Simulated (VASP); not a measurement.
Here is a VASP 6.6.1 calculation.

Contents of INCAR:

```
SYSTEM = ZrB2
  ALGO = Normal
  EDIFF = 1E-6
  EDIFFG = -0.015
  ENCUT = 600
  GGA = PE
  IBRION = 2
  ISIF = 4
  ISMEAR = 0
  LASPH = .True.
  LCHARG = .False.
  LREAL = .False.
  LWAVE = .False.
  NELM = 100
  NSW = 60
  PREC = Accurate
  SIGMA = 0.05
```

Contents of KPOINTS:

```
k-points
0
Gamma
  8 8 8
  0 0 0
```

POSCAR

```
ZrB2
1.0
    3.1933962670      0.0000000000      0.0000000000
   -1.5966981335      2.7655622916      0.0000000000
    0.0000000000      0.0000000000      3.4576883308
Zr B
1 2
Direct
    0.0000000000      0.0000000000      0.0000000000
    0.3333333333      0.6666666667      0.5000000000
    0.6666666667      0.3333333333      0.5000000000
```

Potentials or basis: VASP PAW PBE potentials, release 64 (Zr_sv, B).

Launch:

```sh
$ cat potpaw_PBE.64/Zr_sv/POTCAR potpaw_PBE.64/B/POTCAR > POTCAR
$ mpirun -np 1 vasp_std > vasp.out
```

**Question.** What does it give for the band gap on the k mesh?

**Answer.** Zero (band 9 reaches 11.17 eV, above the bottom of band 10 at 10.55 eV).

Step by step:
| step | energy change (eV) | largest force (eV/Å) | pressure (GPa) | volume (Å³) |
| --- | --- | --- | --- | --- |
| 1 | 0.0000 | 0.0000 | 2.26 | 30.54 |
| 2 | -0.0177 | 0.0000 | 2.58 | 30.54 |
| 3 | -0.0177 | 0.0000 | 2.55 | 30.54 |
